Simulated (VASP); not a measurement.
CuH8: single point with PBE

CuH8:

```
Cu H
1.0
     5.28348   -3.27790    0.26145
     5.28348    3.27790    0.26145
    -3.60241    0.00000    2.46237
Cu H
1 8
Direct
  0.24073 0.75927 0.50000
  0.79722 0.31562 0.08515
  0.68438 0.20278 0.91485
  0.23921 0.75780 0.89725
  0.24220 0.76079 0.10275
  0.24041 0.34946 0.09099
  0.65054 0.75959 0.90901
  0.24111 0.16912 0.90904
  0.83088 0.75889 0.09096
```

```json
{"Program": "VASP 6.6.1", "Task": "single point", "Functional": "PBE", "Potentials or basis": "VASP PAW PBE potentials, release 64 (Cu, H)", "Cutoff": "520 eV", "k mesh": "4 × 4 × 4", "Occupations": "gaussian, width 0.1 eV", "Spin": "no spin polarisation", "Dipole correction": "no", "Further INCAR settings": "ALGO = Normal; EDIFF = 1e-07; NBANDS = 20"}
```

```json
{
  "Pressure": "-0.2 GPa",
  "Largest force": "0.074 eV/Å"
}
```

Forces in eV/Å, atoms in the order of the input:
```
Cu   0.000  0.000  0.000
H   -0.036  0.000 -0.034
H    0.036  0.000  0.034
H   -0.061  0.000  0.042
H    0.061  0.000 -0.042
H   -0.019 -0.035 -0.030
H    0.019 -0.035  0.030
H    0.018  0.035  0.030
H   -0.018  0.035 -0.030
```

Stress tensor (GPa, compression positive):
```
-0.15  0.00 -0.02
 0.00 -0.25  0.00
-0.02  0.00 -0.28
```

Levels at points of the mesh, in eV from the Fermi level:
```csv
k point,band 5,band 6,band 7,band 8,band 9,band 10,band 11,band 12,band 13,band 14
"(0.00, 0.00, 0.00)",-3.10,-3.10,-3.04,-2.12,-1.92,1.04,1.17,1.20,5.28,6.48
"(0.50, 0.00, 0.00)",-3.47,-3.13,-3.10,-3.07,-1.97,1.48,1.60,2.23,5.17,5.27
"(0.50, 0.50, 0.00)",-3.48,-3.46,-3.13,-3.13,-3.09,0.52,1.73,3.93,4.84,5.06
"(0.00, 0.00, 0.50)",-3.76,-3.45,-3.33,-3.21,-3.20,-3.12,2.99,3.68,3.75,8.40
"(0.50, 0.00, 0.50)",-3.75,-3.44,-3.17,-3.14,-3.06,-0.26,2.00,4.21,4.83,4.89
"(0.50, 0.50, 0.50)",-3.75,-3.15,-3.15,-3.03,-2.11,1.58,1.69,1.72,5.17,5.54
```

It took 52 s on 1 thread of Intel(R) Xeon(R) Platinum 8488C (Sapphire Rapids) (shared host), peak memory 0.26 GiB.

Caveat: the k points lie up to 0.60 Å⁻¹ apart.
